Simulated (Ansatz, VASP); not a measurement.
# BeZn2Se3: VASP beside Ansatz

```
Be Zn Se
1.0
     6.77294    0.00000    0.00000
    -3.38647    5.86554    0.00000
     0.00000    0.00000    6.44660
Be Zn Se
2 4 6
Direct
  0.66667 0.33333 0.49962
  0.33333 0.66667 0.49962
  0.34155 0.34155 0.00333
  0.00000 0.65845 0.00333
  0.65845 0.00000 0.00333
  0.00000 0.00000 0.49944
  0.35783 0.35783 0.38679
  0.00000 0.64217 0.38679
  0.64217 0.00000 0.38679
  0.66667 0.33333 0.84885
  0.33333 0.66667 0.84885
  0.00000 0.00000 0.88329
```

Alike in both runs: functional PBE; k mesh 6 × 6 × 4; occupations gaussian, width 0.02 eV; no spin polarisation.

Ansatz relaxed the structure, and its values are those at the end. VASP's run is a single point on that final structure, the one shown.

|  | VASP | Ansatz |
| --- | --- | --- |
| version | VASP 6.6.1 | Ansatz 0.2.0 |
| potentials or method | VASP PAW PBE potentials, release 64 (Be, Zn, Se), cutoff 520 eV | scalar-relativistic, plane waves, PAW |
| valence electrons in the cell | 88 | 148 |

```csv
,VASP,Ansatz,Ansatz less VASP
gap on the k mesh at the Fermi level (eV),1.86,1.86,-0.001
least direct gap on the mesh (eV),1.86,1.86,-0.001
pressure (GPa),0.2,0.0,-0.20
rms of the force components (eV/Å),0.004,0.001,-0.0027
```

VASP's potentials hold 88 valence electrons a cell and Ansatz's 148, so a difference there can come from the potentials and not from the codes.
